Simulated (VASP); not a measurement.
# CsI (Pm-3m) in VASP: notebook

Aim: see how the results for CsI move with the level of theory and the settings. Levels: LDA, PBEsol, PBE. Tasks: single point.

All numbers are computed with VASP 6.6.1; they aren't measurements. Logs are shortened: lines on timing, memory, paths and dates and some standing lists are left out, and cuts for length are marked.

**1. The cell of the first run**

The structure is cubic, space group Pm-3m (No. 221). Conventional cell: a = 4.402 Å, b = 4.402 Å, c = 4.402 Å, α = 90.00°, β = 90.00°, γ = 90.00°. Within 5.0 Å of Cs (site symmetry m-3m) lie 8 I at 3.81 Å and 6 Cs at 4.40 Å. Within 5.0 Å of I (site symmetry m-3m) lie 8 Cs at 3.81 Å and 6 I at 4.40 Å.

**2. Single point, LDA**

The input, INCAR:

```
PREC = Accurate
ENCUT = 500
EDIFF = 1E-6
ISMEAR = -1
SIGMA = 0.02
LREAL = F
LASPH = T
NELM = 120
ALGO = Normal
ISIF = 2
LWAVE = F
LCHARG = F
GGA = CA
NBANDS = 15
GGA_COMPAT = F
```

The input, KPOINTS:

```
Automatic mesh
0
Gamma
  6 6 6
```

The input, POSCAR:

```
CsI
1.0
    4.4021886381      0.0000000000      0.0000000000
    0.0000000000      4.4021886381      0.0000000000
    0.0000000000      0.0000000000      4.4021886381
Cs I
1 1
Direct
    0.0000000000      0.0000000000      0.0000000000
    0.5000000000      0.5000000000      0.5000000000
```

Potentials or basis: VASP PAW LDA potentials, release 64 (Cs_sv, I).

Run with:

```console
> cat potpaw_LDA.64/Cs_sv/POTCAR potpaw_LDA.64/I/POTCAR > POTCAR
> mpirun -np 1 vasp_std > vasp.out
```

OUTCAR:

```text
PREC = Accurate
   ENCUT = 500
   EDIFF = 1E-6
   ISMEAR = -1
   LREAL = F
   LASPH = T
   NELM = 120
   ISIF = 2
   GGA = CA

 ion  position               nearest neighbor table
   1  0.000  0.000  0.000-
   2  0.500  0.500  0.500-

  LATTYP: Found a simple cubic cell.
 ALAT       =     4.4021886381

  Lattice vectors:

 A1 = (   4.4021886381,   0.0000000000,   0.0000000000)
 A2 = (   0.0000000000,   4.4021886381,   0.0000000000)
 A3 = (   0.0000000000,   0.0000000000,   4.4021886381)

Analysis of symmetry for initial positions (statically):
=====================================================================
 Subroutine PRICEL returns:
 Original cell was already a primitive cell.

 Routine SETGRP: Setting up the symmetry group for a
 simple cubic supercell.

 Subroutine GETGRP returns: Found 48 space group operations
 (whereof 48 operations were pure point group operations)
 out of a pool of 48 trial point group operations.

The static configuration has the point symmetry O_h .

Analysis of symmetry for dynamics (positions and initial velocities):
=====================================================================
 Subroutine PRICEL returns:
 Original cell was already a primitive cell.

 Routine SETGRP: Setting up the symmetry group for a
 simple cubic supercell.

 Subroutine GETGRP returns: Found 48 space group operations
 (whereof 48 operations were pure point group operations)
 out of a pool of 48 trial point group operations.

The dynamic configuration has the point symmetry O_h .

 Subroutine INISYM returns: Found 48 space group operations
 (whereof 48 operations are pure point group operations),
 and found     1 'primitive' translations

----------------------------------------------------------------------------------------

                                     Primitive cell

  volume of cell :      85.3112

  direct lattice vectors                    reciprocal lattice vectors
     4.402188638  0.000000000  0.000000000     0.227159734  0.000000000  0.000000000
     0.000000000  4.402188638  0.000000000     0.000000000  0.227159734  0.000000000
     0.000000000  0.000000000  4.402188638     0.000000000  0.000000000  0.227159734

  length of vectors
     4.402188638  4.402188638  4.402188638     0.227159734  0.227159734  0.227159734

  position of ions in fractional coordinates (direct lattice)
     0.000000000  0.000000000  0.000000000
     0.500000000  0.500000000  0.500000000

  ion indices of the primitive-cell ions
   primitive index   ion index
                 1           1
                 2           2

----------------------------------------------------------------------------------------

 KPOINTS: Automatic mesh

Automatic generation of k-mesh.
 Grid dimensions read from file:
 generate k-points for:    6    6    6

 Generating k-lattice:

  Cartesian coordinates                     Fractional coordinates (reciprocal lattice)
     0.037859956  0.000000000  0.000000000     0.166666667  0.000000000  0.000000000
     0.000000000  0.037859956  0.000000000     0.000000000  0.166666667  0.000000000
     0.000000000  0.000000000  0.037859956     0.000000000  0.000000000  0.166666667

  Length of vectors
     0.037859956  0.037859956  0.037859956

  Shift w.r.t. Gamma in fractional coordinates (k-lattice)
     0.000000000  0.000000000  0.000000000

 Subroutine IBZKPT returns following result:
 ===========================================

 Found     20 irreducible k-points:

 Following reciprocal coordinates:
            Coordinates               Weight
  0.000000  0.000000  0.000000      1.000000
  0.166667  0.000000  0.000000      6.000000
  0.333333  0.000000  0.000000      6.000000
  0.500000  0.000000  0.000000      3.000000
  0.166667  0.166667  0.000000     12.000000
  0.333333  0.166667  0.000000     24.000000
[... 12 lines left out ...]
  0.500000  0.500000  0.333333      6.000000
  0.500000  0.500000  0.500000      1.000000
   k-points           NKPTS =     20   k-points in BZ     NKDIM =     20   number of bands    NBANDS=     15
   number of dos      NEDOS =    301   number of ions     NIONS =      2
   total plane-waves  NPLWV =  32768
   dimension x,y,z NGX =    32 NGY =   32 NGZ =   32
   dimension x,y,z NGXF=    64 NGYF=   64 NGZF=   64
   ions per type =               1   1
   NGX,Y,Z   is equivalent  to a cutoff of  12.08, 12.08, 12.08 a.u.
   NGXF,Y,Z  is equivalent  to a cutoff of  24.17, 24.17, 24.17 a.u.
 SYSTEM =  unknown system
   PREC   = accura    normal or accurate (medium, high low for compatibility)
   ISTART =      0    job   : 0-new  1-cont  2-samecut
   ICHARG =      2    charge: 1-file 2-atom 10-const
   ISPIN  =      1    spin polarized calculation?
   LNONCOLLINEAR =      F non collinear calculations
   LSORBIT =      F    spin-orbit coupling
   LASPH  =      T    aspherical Exc in radial PAW
   ENCUT  =  500.0 eV  36.75 Ry    6.06 a.u.   8.03  8.03  8.03*2*pi/ulx,y,z
   NELM   =    120;   NELMIN=  2; NELMDL= -5     # of ELM steps
   EDIFF  = 0.1E-05   stopping-criterion for ELM
   LREAL  =      F    real-space projection
   EDIFFG = 0.1E-04   stopping-criterion for IOM
   NSW    =      0    number of steps for IOM
   IBRION =     -1    ionic relax: 0-MD 1-quasi-New 2-CG
   NFREE  =      0    steps in history (QN), initial steepest desc. (CG)
   ISIF   =      2    stress and relaxation
   ISYM   =      2    0-nonsym 1-usesym 2-fastsym
   POTIM  = 0.5000    time-step for ionic-motion
   TEBEG  =    0.0;   TEEND  =   0.0 temperature during run
   PSTRESS=    0.0 pullay stress
   NELECT =      16.0000    total number of electrons
   NUPDOWN=      -1.0000    fix difference up-down
   EMIN   =  10.00;   EMAX   =-10.00  energy-range for DOS
   EFERMI =   0.00;   METHOD = LEGACY
   ISMEAR =    -1;   SIGMA  =   0.02  broadening in eV -4-tet -1-fermi 0-gaus
   EFERMI_NEDOS =   21; number of points for ismear=-14 and -15
   IALGO  =     38    algorithm
   IMIX   =      4    mixing-type and parameters
     AMIX     =   0.40;   BMIX     =  1.00
     AMIX_MAG =   1.60;   BMIX_MAG =  1.00
  volume/ion in A,a.u.               =      42.66       287.85
  Fermi-wavevector in a.u.,A,eV,Ry     =   0.937086  1.770836 11.947690  0.878130
  Thomas-Fermi vector in A             =   2.064161
   LORBIT       =      0    0 simple, 1 ext, 2 COOP (PROOUT), +10 PAW based schemes
   GGA     = CA    functional components
   LHFCALC =     F    Hartree Fock is set to
   AEXX    =    0.0000 exact exchange contribution
   IVDW    =     0    specifies the selected vdW correction
   LEPSILON=     F    determine dielectric tensor
   LRPA    =     F    only Hartree local field effects (RPA)
 non-spin polarized calculation
  energy-cutoff  :      500.00
  volume of cell :       85.31
 maximum number of plane-waves:      2192
   NGX = 17   NGY = 17   NGZ = 17

 number of electron      15.9999994 magnetization

 Free energy of the ion-electron system (eV)
  ---------------------------------------------------
  ext. energy  EPLUGINS =         0.00000000
  ---------------------------------------------------
  free energy    TOTEN  =        -6.18712135 eV

  energy without entropy =       -6.18712135  energy(sigma->0) =       -6.18712135

 E-fermi :   1.7692     XC(G=0):  -8.5334

 val. band max:        1.3756519708   @ k =   0.5000   0.5000   0.0000
 cond. band min:       5.1463518745   @ k =   0.0000   0.0000   0.0000
 fundamental gap:      3.7706999037
 Fermi energy:         1.7692309650

 k-point     1 :       0.0000    0.0000    0.0000
  band No.  band energies     occupation
      1     -18.8581      2.00000
      2      -9.5271      2.00000
      3      -5.5393      2.00000
      4      -5.5393      2.00000
      5      -5.5393      2.00000
      6       1.3137      2.00000
      7       1.3137      2.00000
      8       1.3137      2.00000
      9       5.1464      0.00000
     10       5.1464      0.00000
     11       5.3190      0.00000
     12       9.2839      0.00000
     13       9.2839      0.00000
     14       9.2839      0.00000
     15      11.8288      0.00000

 k-point     2 :       0.1667    0.0000    0.0000
  band No.  band energies     occupation
      1     -18.8475      2.00000
      2      -9.5376      2.00000
      3      -5.5900      2.00000
      4      -5.5138      2.00000
      5      -5.5138      2.00000
      6       0.7065      2.00000
      7       1.2498      2.00000
      8       1.2498      2.00000
      9       5.3285      0.00000
     10       5.7544      0.00000
     11       6.1241      0.00000
     12       9.1861      0.00000
     13       9.1861      0.00000
     14       9.4247      0.00000
     15      10.4084      0.00000

 k-point     3 :       0.3333    0.0000    0.0000
  band No.  band energies     occupation
      1     -18.8261      2.00000
      2      -9.5634      2.00000
      3      -5.6659      2.00000
      4      -5.4615      2.00000
      5      -5.4615      2.00000
      6      -0.1740      2.00000
      7       1.1179      2.00000
      8       1.1179      2.00000
      9       5.8329      0.00000
     10       7.1419      0.00000
     11       7.6080      0.00000
     12       8.7860      0.00000
     13       9.2483      0.00000
     14       9.2483      0.00000
     15       9.7802      0.00000

 k-point     4 :       0.5000    0.0000    0.0000
  band No.  band energies     occupation
      1     -18.8153      2.00000
      2      -9.5787      2.00000
      3      -5.6912      2.00000
      4      -5.4347      2.00000
      5      -5.4347      2.00000
      6      -0.5351      2.00000
      7       1.0500      2.00000
      8       1.0500      2.00000
      9       6.2764      0.00000
     10       7.9576      0.00000
     11       8.1270      0.00000
     12       8.3963      0.00000
     13       9.5210      0.00000
     14       9.5210      0.00000
     15      10.0265      0.00000
[... 235 lines left out ...]
 k-point    18 :       0.5000    0.3333    0.3333
  band No.  band energies     occupation
      1     -18.7611      2.00000
      2      -9.2448      2.00000
      3      -5.9505      2.00000
      4      -5.8460      2.00000
      5      -5.7870      2.00000
      6      -0.0181      2.00000
      7      -0.0078      2.00000
      8       0.3586      2.00000
      9       7.1180      0.00000
     10       7.5925      0.00000
     11       7.8792      0.00000
     12       9.3042      0.00000
     13       9.8090      0.00000
     14       9.8305      0.00000
     15      11.7308      0.00000

 k-point    19 :       0.5000    0.5000    0.3333
  band No.  band energies     occupation
      1     -18.7523      2.00000
      2      -9.1960      2.00000
      3      -5.9454      2.00000
      4      -5.9454      2.00000
      5      -5.7736      2.00000
      6      -0.1061      2.00000
      7      -0.1061      2.00000
      8       0.0469      2.00000
      9       7.4975      0.00000
     10       8.1564      0.00000
     11       8.1564      0.00000
     12       8.7619      0.00000
     13      10.3871      0.00000
     14      10.3871      0.00000
     15      11.6749      0.00000

 k-point    20 :       0.5000    0.5000    0.5000
  band No.  band energies     occupation
      1     -18.7436      2.00000
      2      -9.1569      2.00000
      3      -5.8954      2.00000
      4      -5.8954      2.00000
      5      -5.8954      2.00000
      6      -0.2775      2.00000
      7      -0.2775      2.00000
      8      -0.2775      2.00000
      9       8.7310      0.00000
     10       8.7310      0.00000
     11       8.7310      0.00000
     12       9.6508      0.00000
     13       9.6508      0.00000
     14       9.6508      0.00000
     15      11.7284      0.00000

------------------------ aborting loop because EDIFF is reached ----------------------------------------

  FORCE on cell =-STRESS in cart. coord.  units (eV):
  Direction    XX          YY          ZZ          XY          YZ          ZX
  --------------------------------------------------------------------------------------
  -------------------------------------------------------------------------------------
  Total        0.0360102      0.0360102      0.0360102      0.0000000     -0.0000000     -0.0000000
  in kB        0.6762860      0.6762860      0.6762860      0.0000000     -0.0000000     -0.0000000
  external PRESSURE =       0.6762860 kB  Pullay stress =       0.0000000 kB

 VOLUME and BASIS-vectors are now :
 -----------------------------------------------------------------------------
  energy-cutoff  :      500.00
  volume of cell :       85.31
      direct lattice vectors                 reciprocal lattice vectors
     4.402188638  0.000000000  0.000000000     0.227159734  0.000000000  0.000000000
     0.000000000  4.402188638  0.000000000     0.000000000  0.227159734  0.000000000
     0.000000000  0.000000000  4.402188638     0.000000000  0.000000000  0.227159734

 POSITION                                       TOTAL-FORCE (eV/Angst)
 -----------------------------------------------------------------------------------
      0.00000      0.00000      0.00000         0.000000      0.000000      0.000000
      2.20109      2.20109      2.20109         0.000000      0.000000      0.000000
 -----------------------------------------------------------------------------------
    total drift:                                0.000000      0.000000     -0.000000

  FREE ENERGIE OF THE ION-ELECTRON SYSTEM (eV)
  ---------------------------------------------------
  free  energy   TOTEN  =        -6.1871213499 eV

  energy  without entropy=       -6.1871213499  energy(sigma->0) =       -6.18712135
```

Run time: 21 s. Hardware: 1 thread of Intel Xeon 8259CL, shared host; peak memory 0.16 GiB.

Results:

| Item | Value |
| --- | --- |
| Free energy | -6.1871 eV |
| Pressure | 0.1 GPa |
| Band gap on the k mesh | 3.77 eV (least direct gap 3.83 eV) |

Levels at points of the mesh, in eV from the valence-band top:
| k point | band 4 | band 5 | band 6 | band 7 | band 8 | band 9 | band 10 | band 11 | band 12 | band 13 |
| --- | --- | --- | --- | --- | --- | --- | --- | --- | --- | --- |
| (0.00, 0.00, 0.00) | -6.92 | -6.92 | -0.06 | -0.06 | -0.06 | 3.77 | 3.77 | 3.94 | 7.91 | 7.91 |
| (0.50, 0.00, 0.00) | -6.81 | -6.81 | -1.91 | -0.33 | -0.33 | 4.90 | 6.58 | 6.75 | 7.02 | 8.15 |
| (0.50, 0.50, 0.00) | -7.46 | -6.75 | -0.94 | -0.94 | 0.00 | 3.96 | 4.77 | 5.98 | 5.98 | 10.02 |
| (0.50, 0.50, 0.50) | -7.27 | -7.27 | -1.65 | -1.65 | -1.65 | 7.36 | 7.36 | 7.36 | 8.28 | 8.28 |

Caveat: spin-orbit coupling is left out, which moves the levels of the heavy elements. LDA gaps usually lie below the measured ones, often by a third to a half.

**3. Single point, PBEsol**

This run uses another cell than the first one, of 45.77 Å³/atom.

The input, INCAR:

```
SYSTEM = CsI
ALGO = Normal ; EDIFF = 1E-6
ENCUT = 500 ; GGA = PS
GGA_COMPAT = .False. ; ISIF = 2
ISMEAR = -1 ; LASPH = .True.
LCHARG = .False. ; LREAL = .False.
LWAVE = .False. ; NBANDS = 15
NELM = 120 ; PREC = Accurate
SIGMA = 0.02
```

The input, KPOINTS:

```
k-points
0
Gamma
  6 6 6
  0 0 0
```

The input, POSCAR:

```
CsI
1.0
    4.5068144865      0.0000000000      0.0000000000
    0.0000000000      4.5068144865      0.0000000000
    0.0000000000      0.0000000000      4.5068144865
Cs I
1 1
Direct
    0.0000000000      0.0000000000      0.0000000000
    0.5000000000      0.5000000000      0.5000000000
```

Potentials or basis: VASP PAW PBE potentials, release 64 (Cs_sv, I).

Run with:

```console
> cat potpaw_PBE.64/Cs_sv/POTCAR potpaw_PBE.64/I/POTCAR > POTCAR
> mpirun -np 1 vasp_std > vasp.out
```

It took 35 s on 1 thread of Intel Xeon 8259CL, shared host; peak memory 0.21 GiB.

Results (log left out):

```
Free energy            : -5.7746 eV
Pressure               : 0.1 GPa
Band gap on the k mesh : 3.83 eV (least direct gap 3.91 eV)
```

Levels at points of the mesh, in eV from the valence-band top:
| k point | band 5 | band 6 | band 7 | band 8 | band 9 | band 10 | band 11 | band 12 |
| --- | --- | --- | --- | --- | --- | --- | --- | --- |
| (0.00, 0.00, 0.00) | -6.99 | -0.08 | -0.08 | -0.08 | 3.83 | 4.01 | 4.01 | 7.83 |
| (0.50, 0.00, 0.00) | -6.91 | -1.70 | -0.27 | -0.27 | 5.09 | 6.51 | 6.68 | 6.82 |
| (0.50, 0.50, 0.00) | -6.87 | -0.90 | -0.90 | 0.00 | 4.12 | 4.83 | 6.04 | 6.04 |
| (0.50, 0.50, 0.50) | -7.28 | -1.44 | -1.44 | -1.44 | 7.18 | 7.18 | 7.18 | 8.00 |

Caveat: the PAW data sets were made with another functional, which shifts forces and pressure a little; spin-orbit coupling is left out, which moves the levels of the heavy elements.

[end of part 1 of 2]
